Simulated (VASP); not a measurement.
A run of VASP 6.6.1 is set up as follows.

INCAR

```
SYSTEM = ScWF
ALGO     = Normal         ! electronic algorithm
EDIFF    = 1E-6           ! SCF threshold, eV
ENCUT    = 520            ! plane-wave cutoff, eV
GGA      = PE             ! functional
ISIF     = 2              ! what is computed and relaxed
ISMEAR   = 0              ! smearing method
LASPH    = .TRUE.         ! aspherical terms in the spheres
LCHARG   = .TRUE.         ! write CHGCAR
LELF     = .TRUE.         ! ELF
LREAL    = .FALSE.        ! projectors in reciprocal space
LVHAR    = .TRUE.       
LWAVE    = .FALSE.        ! write WAVECAR
NBANDS   = 23             ! bands
NELM     = 100            ! most SCF steps
PREC     = Accurate       ! precision mode
SIGMA    = 0.1            ! smearing width, eV
```

KPOINTS

```
k-points
0
G
  15 15 12
  0 0 0
```

Contents of POSCAR:

```
ScWF
1.0
    3.7528629289      0.0000000000      0.0000000000
   -1.8764314644      3.2500746333      0.0000000000
    0.0000000000      0.0000000000      4.1789761471
Sc W F
1 1 1
Direct
    0.0000000000      0.0000000000      0.0000000000
    0.6666666667      0.3333333333      0.5000000000
    0.3333333333      0.6666666667      0.5000000000
```

Potentials or basis: VASP PAW PBE potentials, release 64 (Sc_sv, W_sv, F).

Launch:

```console
$ cat potpaw_PBE.64/Sc_sv/POTCAR potpaw_PBE.64/W_sv/POTCAR potpaw_PBE.64/F/POTCAR > POTCAR
$ mpirun -np 1 vasp_std > vasp.out
```

**Question.** What does it give for the pressure?

**Answer.** 0.3 GPa.

**Question.** Predict the band gap on the k mesh.

**Answer.** Zero (band 16 reaches 6.23 eV, above the bottom of band 17 at 5.82 eV).

Stress tensor (GPa, compression positive):
```
 0.49  0.00  0.00
 0.00  0.49  0.00
 0.00  0.00 -0.12
```

Caveat: spin-orbit coupling is left out, which moves the levels of the heavy elements.
